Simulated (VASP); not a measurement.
Si, 2 atoms in the cell. The structure is tetragonal, space group I4_1/amd (No. 141). The conventional cell has a = 4.600 Å, b = 4.600 Å, c = 2.659 Å, α = 90.00°, β = 90.00°, γ = 90.00°. Si (site symmetry -4m2) has 10 Si at 2.39 to 3.04 Å within 3.2 Å.  This cell differs from its parent crystal: strain -0.030 along x and y, +0.000 along z.

```yaml
Program: VASP 6.6.1
Task: single point
Functional: LDA
Potentials_or_basis: VASP PAW LDA potentials, release 64 (Si)
Cutoff: 520 eV
k_mesh: 20 × 20 × 20
Occupations: gaussian, width 0.15 eV
Spin: no spin polarisation
Dipole_correction: no
Further_INCAR_settings: ALGO = Normal; EDIFF = 1e-06; NBANDS = 11
```

Potentials or basis: VASP PAW LDA potentials, release 64 (Si).

Launch:

```bash
$ cat potpaw_LDA.64/Si/POTCAR > POTCAR
$ mpirun -np 1 vasp_std > vasp.out
```

Hardware: 1 thread of Intel(R) Xeon(R) 6975P-C (Granite Rapids), with other jobs on the host.

**Question.** How long does it take, and how much memory?

**Answer.** It took 2.4 min on 1 thread of Intel(R) Xeon(R) 6975P-C (Granite Rapids), with other jobs on the host, peak memory 0.26 GiB. Counts: scf iterations 10, k points 641.
